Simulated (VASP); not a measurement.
A run of VASP 6.6.1 is set up as follows.

Contents of INCAR:

```
  PREC = Accurate
  ENCUT = 910
  EDIFF = 1E-6
  ISMEAR = 0
  SIGMA = 0.02
  LREAL = False
  LASPH = True
  NELM = 120
  ALGO = Normal
  ISIF = 2
  LWAVE = False
  LCHARG = False
  GGA = PS
  NBANDS = 28
  GGA_COMPAT = False
```

Contents of KPOINTS:

```
Automatic mesh
0
Gamma
  8 8 8
```

Contents of POSCAR:

```
BaTiO3
1.0
    3.9301706390      0.0000000000      0.0000000000
    0.0000000000      3.9801975365      0.0000000000
    0.0000000000      0.0000000000      3.9801975365
Ba Ti O
1 1 3
Direct
    0.5000000000      0.5000000000      0.5000000000
    0.0000000000      0.0000000000      0.0000000000
    0.5000000000      0.0000000000      0.0000000000
    0.0000000000      0.5000000000      0.0000000000
    0.0000000000      0.0000000000      0.5000000000
```

Potentials or basis: VASP PAW PBE potentials, release 64 (Ba_sv, Ti_sv, O_h).

Run with:

```console
$ cat potpaw_PBE.64/Ba_sv/POTCAR potpaw_PBE.64/Ti_sv/POTCAR potpaw_PBE.64/O_h/POTCAR > POTCAR
$ mpirun -np 1 vasp_std > vasp.out
```

**Question.** Predict the band gap on the k mesh.

**Answer.** 1.73 eV (least direct gap 1.84 eV).

**Question.** What does it give for the pressure?

**Answer.** 2.6 GPa.

Stress tensor (GPa, compression positive):
```
4.40 0.00 0.00
0.00 1.66 0.00
0.00 0.00 1.66
```

Caveat: the cutoff is under 1.25 times the usual one of these potentials, so pressure, stress and relaxed cells hold a basis-set (Pulay) error; the PAW data sets were made with another functional, which shifts forces and pressure a little; spin-orbit coupling is left out, which moves the levels of the heavy elements. A k mesh can miss the band edges.
